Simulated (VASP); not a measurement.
Crystal: Si2Ni.

```
CELL_PARAMETERS angstrom
0.00000 2.70300 2.70300
2.70300 0.00000 2.70300
2.70300 2.70300 0.00000
ATOMIC_POSITIONS crystal
Ni 0.00000 0.00000 0.00000
Si 0.75000 0.75000 0.75000
Si 0.25000 0.25000 0.25000
```

Program: VASP 6.6.1. Alike in all runs: task single point; potentials or basis VASP PAW PBE potentials, release 64 (Ni, Si); cell as given; cutoff (eV) 520.

**Question.** Order these runs on this cell by their pressure, lowest first.
A. level PBE; spin collinear, ferromagnetic start; fixed moment (μB) 1.2; k mesh 7 × 7 × 7; smearing fermi-dirac 0.05 eV
B. level PBEsol; spin off; k mesh 9 × 9 × 9; smearing fermi-dirac 0.05 eV
C. level RPBE; spin collinear, ferromagnetic start; k mesh 9 × 9 × 9; smearing fermi-dirac 0.05 eV
D. level PBE; spin collinear, ferromagnetic start; k mesh 9 × 9 × 9; smearing gaussian 0.027 eV

**Answer.** B (-0.8 GPa), D (3.9 GPa), C (6.1 GPa), A (8.4 GPa).

Caveats: the PAW data sets were made with another functional, which shifts forces and pressure a little (some runs); the total moment is fixed, so each spin has its own Fermi level (some runs).
